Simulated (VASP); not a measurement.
A run of VASP 6.6.1 is set up as follows.

Contents of INCAR:

```
PREC = Accurate
ENCUT = 600
EDIFF = 1E-7
ISMEAR = 0
SIGMA = 0.1
LREAL = F
LASPH = T
NELM = 80
ALGO = Normal
ISIF = 3
LWAVE = F
LCHARG = F
GGA = PE
IBRION = 2
NSW = 90
EDIFFG = -0.04
```

The input KPOINTS:

```
Automatic mesh
0
Gamma
  4 4 4
```

Contents of POSCAR:

```
Al3P2
1.0
    3.7724000400      0.0000000000      0.0000000000
    0.0000000000      3.7724000400      0.0000000000
    0.0000000000      0.0000000000      5.5562881900
Al P
3 2
Direct
    0.5000000000      0.0000000000      0.9934612500
    0.0000000000      0.5000000000      0.9934612500
    0.0000000000      0.0000000000      0.2721384500
    0.0000000000      0.0000000000      0.7211286400
    0.5000000000      0.5000000000      0.2898103300
```

Potentials or basis: VASP PAW PBE potentials, release 64 (Al, P).

Command:

```bash
$ cat potpaw_PBE.64/Al/POTCAR potpaw_PBE.64/P/POTCAR > POTCAR
$ mpirun -np 1 vasp_std > vasp.out
```

Question: Predict the band gap on the k mesh.

Answer: Zero (an odd number of electrons rules out a gap without spin polarisation).

Question: Estimate the relaxed volume.

Answer: 19.84 Å³/atom.

Step by step:
```
step  energy change (eV)  largest force (eV/Å)  pressure (GPa)  volume (Å³)
   1              0.0000                4.3923           17.25        79.07
   2             -0.9447                1.6675           -5.05       100.19
   3             -1.0675                1.4526           -1.48        93.65
   4             -1.2098                1.1318           -0.32        92.81
   5             -1.3105                0.4807            3.41        90.80
   6             -1.3189                0.5507            2.36        91.26
   7             -1.4061                0.2778            0.96        95.27
   8             -1.4225                0.5941           -0.44       101.00
   9             -1.4299                0.4345           -0.11        99.13
  10             -1.4518                0.0917           -0.50       100.36
  11             -1.4518                0.0818           -0.50       100.39
  12             -1.4537                0.1033            0.24        98.98
  13             -1.4539                0.0757            0.06        99.31
  14             -1.4544                0.0390           -0.01        99.20
```

Caveat: the k points lie up to 0.39 Å⁻¹ apart in the final cell, too coarse for converged energies and pressures of a metal; the volume moved by over 15 % at a fixed basis, so the end points are rough.
